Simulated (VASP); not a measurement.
Input of a VASP 6.6.1 run:

Contents of INCAR:

```
PREC = Accurate
ENCUT = 600
EDIFF = 1E-6
ISMEAR = 0
SIGMA = 0.01
LREAL = F
LASPH = T
NELM = 120
ALGO = Normal
ISIF = 2
LWAVE = F
LCHARG = F
GGA = PE
NBANDS = 20
GGA_COMPAT = F
```

File KPOINTS:

```
Automatic mesh
0
Gamma
  3 3 3
```

Contents of POSCAR:

```
SnO2
1.0
    0.0000000000      2.4844140900      2.4844140900
    2.4844140900      0.0000000000      2.4844140900
    2.4844140900      2.4844140900      0.0000000000
Sn O
1 2
Direct
    0.0000000000      0.0000000000      0.0000000000
    0.2500000000      0.2500000000      0.2500000000
    0.7500000000      0.7500000000      0.7500000000
```

Potentials or basis: VASP PAW PBE potentials, release 64 (Sn_d, O).

The run is started by

```bash
$ cat potpaw_PBE.64/Sn_d/POTCAR potpaw_PBE.64/O/POTCAR > POTCAR
$ mpirun -np 1 vasp_std > vasp.out
```

(1) Estimate the band gap on the k mesh.

(2) Predict the pressure.

Results:

(1) 1.15 eV, indirect (least direct gap 2.40 eV).

(2) 24.8 GPa.

Caveat: the k points lie up to 0.73 Å⁻¹ apart; spin-orbit coupling is left out, which moves the levels of the heavy elements.
